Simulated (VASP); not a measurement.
# MgS (pbe) (I4/mmm) in VASP: a series of runs

The runs below take MgS (pbe) through relaxation of the atoms, with PBE.

All numbers are computed with VASP 6.6.1; they aren't measurements. Logs are shortened: lines on timing, memory, paths and dates and some standing lists are left out, and cuts for length are marked.

**1. The cell of the first run**

It takes space group I4/mmm (No. 139, tetragonal). The conventional cell has a = 3.661 Å, b = 3.661 Å, c = 5.262 Å, α = 90.00°, β = 90.00°, γ = 90.00°. Within 3.4 Å of Mg (site symmetry 4/mmm) lie 6 S at 2.59 to 2.63 Å. S (site symmetry 4/mmm) has 6 Mg at 2.59 to 2.63 Å within 3.4 Å.

**2. Relaxation of the atoms, PBE (strained cell)**

Contents of INCAR:

```
ALGO = Normal
EDIFF = 1E-7
EDIFFG = -0.002
ENCUT = 520
GGA = PE
GGA_COMPAT = F
IBRION = 2
ISIF = 2
ISMEAR = 0
LASPH = T
LCHARG = F
LREAL = F
LWAVE = F
NELM = 120
NELMIN = 4
NSW = 60
PREC = Accurate
SIGMA = 0.02
```

Contents of KPOINTS:

```
k-points
0
Gamma
  6 6 6
```

Contents of POSCAR:

```
MgS
1.0
    0.0000000000      2.5889416591      2.6307831404
    2.5889416591      0.0000000000      2.6307831404
    2.5889416591      2.5889416591      0.0000000000
Mg S
1 1
Direct
    0.0000000000      0.0000000000      0.0000000000
    0.5000000000      0.5000000000      0.5000000000
```

Potentials or basis: VASP PAW PBE potentials, release 64 (Mg, S).

On the command line:

```
cat potpaw_PBE.64/Mg/POTCAR potpaw_PBE.64/S/POTCAR > POTCAR
mpirun -np 1 vasp_std > vasp.out
```

OUTCAR:

```text
EDIFF = 1E-7
   EDIFFG = -0.002
   ENCUT = 520
   GGA = PE
   IBRION = 2
   ISIF = 2
   ISMEAR = 0
   LASPH = T
   LREAL = F
   NELM = 120
   NELMIN = 4
   NSW = 60
   PREC = Accurate

 ion  position               nearest neighbor table
   1  0.000  0.000  0.000-   2 2.59   2 2.59   2 2.59   2 2.59   2 2.63   2 2.63
   2  0.500  0.500  0.500-   1 2.59   1 2.59   1 2.59   1 2.59   1 2.63   1 2.63

  LATTYP: Found a body centered tetragonal cell.
 ALAT       =     3.6613164065
 C/A-ratio  =     1.4370695391

  Lattice vectors:

 A1 = (  -2.5889416591,   0.0000000000,   2.6307831404)
 A2 = (   2.5889416591,   0.0000000000,   2.6307831404)
 A3 = (   0.0000000000,   2.5889416591,  -2.6307831404)

Analysis of symmetry for initial positions (statically):
=====================================================================
 Subroutine PRICEL returns:
 Original cell was already a primitive cell.

 Routine SETGRP: Setting up the symmetry group for a
 body centered tetragonal supercell.

 Subroutine GETGRP returns: Found 16 space group operations
 (whereof 16 operations were pure point group operations)
 out of a pool of 16 trial point group operations.

The static configuration has the point symmetry D_4h.

Analysis of symmetry for dynamics (positions and initial velocities):
=====================================================================
 Subroutine PRICEL returns:
 Original cell was already a primitive cell.

 Routine SETGRP: Setting up the symmetry group for a
 body centered tetragonal supercell.

 Subroutine GETGRP returns: Found 16 space group operations
 (whereof 16 operations were pure point group operations)
 out of a pool of 16 trial point group operations.

The dynamic configuration has the point symmetry D_4h.

 Subroutine INISYM returns: Found 16 space group operations
 (whereof 16 operations are pure point group operations),
 and found     1 'primitive' translations

----------------------------------------------------------------------------------------

                                     Primitive cell

  volume of cell :      35.2663

  direct lattice vectors                    reciprocal lattice vectors
     0.000000000  2.588941659  2.630783140    -0.193129111  0.193129111  0.190057475
     2.588941659  0.000000000  2.630783140     0.193129111 -0.193129111  0.190057475
     2.588941659  2.588941659  0.000000000     0.193129111  0.193129111 -0.190057475

  length of vectors
[... 82 lines left out ...]
   EDIFF  = 0.1E-06   stopping-criterion for ELM
   LREAL  =      F    real-space projection
   EDIFFG = -.2E-02   stopping-criterion for IOM
   NSW    =     60    number of steps for IOM
   IBRION =      2    ionic relax: 0-MD 1-quasi-New 2-CG
   NFREE  =      1    steps in history (QN), initial steepest desc. (CG)
   ISIF   =      2    stress and relaxation
   ISYM   =      2    0-nonsym 1-usesym 2-fastsym
   POTIM  = 0.5000    time-step for ionic-motion
   TEBEG  =    0.0;   TEEND  =   0.0 temperature during run
   PSTRESS=    0.0 pullay stress
   NELECT =       8.0000    total number of electrons
   NUPDOWN=      -1.0000    fix difference up-down
   EMIN   =  10.00;   EMAX   =-10.00  energy-range for DOS
   EFERMI =   0.00;   METHOD = LEGACY
   ISMEAR =     0;   SIGMA  =   0.02  broadening in eV -4-tet -1-fermi 0-gaus
   EFERMI_NEDOS =   21; number of points for ismear=-14 and -15
   IALGO  =     38    algorithm
   IMIX   =      4    mixing-type and parameters
     AMIX     =   0.40;   BMIX     =  1.00
     AMIX_MAG =   1.60;   BMIX_MAG =  1.00
  volume/ion in A,a.u.               =      17.63       118.99
  Fermi-wavevector in a.u.,A,eV,Ry     =   0.998432  1.886762 13.563180  0.996866
  Thomas-Fermi vector in A             =   2.130655
   LORBIT       =      0    0 simple, 1 ext, 2 COOP (PROOUT), +10 PAW based schemes
   GGA     = PE    functional components
   LHFCALC =     F    Hartree Fock is set to
   AEXX    =    0.0000 exact exchange contribution
   IVDW    =     0    specifies the selected vdW correction
   LEPSILON=     F    determine dielectric tensor
   LRPA    =     F    only Hartree local field effects (RPA)
 conjugate gradient relaxation of ions
 non-spin polarized calculation
 Gauss-broadening in eV      SIGMA  =   0.02
  energy-cutoff  :      520.00
  volume of cell :       35.27
 maximum number of plane-waves:       964
   NGX = 13   NGY = 13   NGZ = 13

 number of electron       8.0000000 magnetization

 Free energy of the ion-electron system (eV)
  ---------------------------------------------------
  ext. energy  EPLUGINS =         0.00000000
  ---------------------------------------------------
  free energy    TOTEN  =        -8.49754459 eV

  energy without entropy =       -8.49754459  energy(sigma->0) =       -8.49754459

 E-fermi :   3.9016     XC(G=0):  -9.6817

 val. band max:        3.7597157457   @ k =   0.0000   0.0000   0.0000
 cond. band min:       6.4600316799   @ k =   0.5000   0.0000   0.5000
 fundamental gap:      2.7003159343
 Fermi energy:         3.9015638867

 k-point     1 :       0.0000    0.0000    0.0000
  band No.  band energies     occupation
      1      -8.9446      2.00000
      2       3.6922      2.00000
      3       3.6922      2.00000
      4       3.7597      2.00000
      5       7.4138      0.00000
      6      11.5601      0.00000
      7      11.7262      0.00000
      8      11.7262      0.00000
[... 243 lines left out ...]
 k-point    24 :       0.5000    0.0000    0.3333
  band No.  band energies     occupation
      1      -7.3664      2.00000
      2      -0.1929      2.00000
      3       1.3960      2.00000
      4       2.2447      2.00000
      5       7.3791      0.00000
      6       9.3275      0.00000
      7      13.7224      0.00000
      8      14.0042      0.00000

 [... further k-points ...]
[... 5 lines left out ...]
  --------------------------------------------------------------------------------------
  -------------------------------------------------------------------------------------
  Total        0.3015185      0.3015185     -0.0583045      0.0000000     -0.0000000     -0.0000000
  in kB       13.6982471     13.6982471     -2.6488224      0.0000000     -0.0000000     -0.0000000
  external PRESSURE =       8.2492240 kB  Pullay stress =       0.0000000 kB

 VOLUME and BASIS-vectors are now :
 -----------------------------------------------------------------------------
  energy-cutoff  :      520.00
  volume of cell :       35.27
      direct lattice vectors                 reciprocal lattice vectors
     0.000000000  2.588941659  2.630783140    -0.193129111  0.193129111  0.190057475
     2.588941659  0.000000000  2.630783140     0.193129111 -0.193129111  0.190057475
     2.588941659  2.588941659  0.000000000     0.193129111  0.193129111 -0.190057475

 POSITION                                       TOTAL-FORCE (eV/Angst)
 -----------------------------------------------------------------------------------
      0.00000      0.00000      0.00000         0.000000     -0.000000      0.000000
      2.58894      2.58894      2.63078        -0.000000      0.000000      0.000000
 -----------------------------------------------------------------------------------
    total drift:                                0.000000      0.000000      0.000000

  FREE ENERGIE OF THE ION-ELECTRON SYSTEM (eV)
  ---------------------------------------------------
  free  energy   TOTEN  =        -8.4975445941 eV

  energy  without entropy=       -8.4975445941  energy(sigma->0) =       -8.49754459

 reached required accuracy - stopping structural energy minimisation
```

Run time: 5.2 s. Hardware: 1 thread of Intel Xeon 6975P-C (Granite Rapids), shared host; peak memory 0.15 GiB.

What came out:

| Item | Value |
| --- | --- |
| Free energy | -8.4975 eV |
| Pressure after relaxing | 0.8 GPa |
| Band gap on the k mesh | 2.70 eV, indirect (least direct gap 3.65 eV) |

Stress tensor (GPa, compression positive):
```
 1.37  0.00  0.00
 0.00  1.37  0.00
 0.00  0.00 -0.26
```

Final structure:
```
CELL_PARAMETERS angstrom
0.00000 2.58894 2.63078
2.58894 0.00000 2.63078
2.58894 2.58894 0.00000
ATOMIC_POSITIONS crystal
Mg 0.00000 0.00000 0.00000
S 0.50000 0.50000 0.50000
```

Caveat: the cell differs from its parent crystal (strained cell); the relaxation stopped at its first step, so nothing moved. A k mesh can miss the band edges.

**3. Relaxation of the atoms, PBE (strained cell)**

Contents of INCAR:

```
SYSTEM = MgS
PREC = Accurate ; ENCUT = 520
EDIFF = 1E-7 ; ISMEAR = 0
SIGMA = 0.02 ; LREAL = .FALSE.
LASPH = .TRUE. ; NELM = 120
ALGO = Normal ; ISIF = 2
LWAVE = .FALSE. ; LCHARG = .FALSE.
GGA = PE ; IBRION = 2
NSW = 60 ; EDIFFG = -0.002
GGA_COMPAT = .FALSE. ; NELMIN = 4
```

Contents of KPOINTS:

```
regular mesh
0
G
  6 6 6
  0 0 0
```

Contents of POSCAR:

```
MgS
1.0
    0.0000000000      2.5889416591      2.6312655939
    2.5889416591      0.0000000000      2.6312655939
    2.5889416591      2.5889416591      0.0000000000
Mg S
1 1
Direct
    0.0000000000      0.0000000000      0.0000000000
    0.5000000000      0.5000000000      0.5000000000
```

Potentials or basis: VASP PAW PBE potentials, release 64 (Mg, S).

On the command line:

```
cat potpaw_PBE.64/Mg/POTCAR potpaw_PBE.64/S/POTCAR > POTCAR
mpirun -np 1 vasp_std > vasp.out
```

It took 5.1 s on 1 thread of Intel Xeon 6975P-C (Granite Rapids), shared host; peak memory 0.15 GiB.

The run converged. Its results:

```
Free energy             : -8.4975 eV
Pressure after relaxing : 0.8 GPa
Band gap on the k mesh  : 2.70 eV, indirect (least direct gap 3.65 eV)
```

Stress tensor (GPa, compression positive):
```
 1.36  0.00  0.00
 0.00  1.36  0.00
 0.00  0.00 -0.29
```

Final structure:
```
Mg S
1.0
     0.00000    2.58894    2.63127
     2.58894    0.00000    2.63127
     2.58894    2.58894    0.00000
Mg S
1 1
Cartesian
  0.0000 0.0000 0.0000
  2.5889 2.5889 2.6313
```

Levels at points of the mesh, in eV from the valence-band top:
| k point | band 1 | band 2 | band 3 | band 4 | band 5 | band 6 | band 7 | band 8 |
| --- | --- | --- | --- | --- | --- | --- | --- | --- |
| (0.00, 0.00, 0.00) | -12.70 | -0.07 | -0.07 | 0.00 | 3.65 | 7.80 | 7.97 | 7.97 |
| (0.50, 0.00, 0.00) | -11.40 | -4.87 | -0.66 | -0.61 | 4.50 | 6.78 | 6.95 | 10.05 |
| (0.50, 0.50, 0.00) | -11.07 | -4.24 | -1.68 | -1.68 | 2.79 | 4.39 | 11.83 | 12.74 |
| (0.50, 0.00, 0.50) | -11.01 | -4.22 | -1.82 | -1.68 | 2.70 | 4.34 | 12.00 | 12.78 |

Caveat: the cell differs from its parent crystal (strained cell); the relaxation stopped at its first step, so nothing moved. A k mesh can miss the band edges.
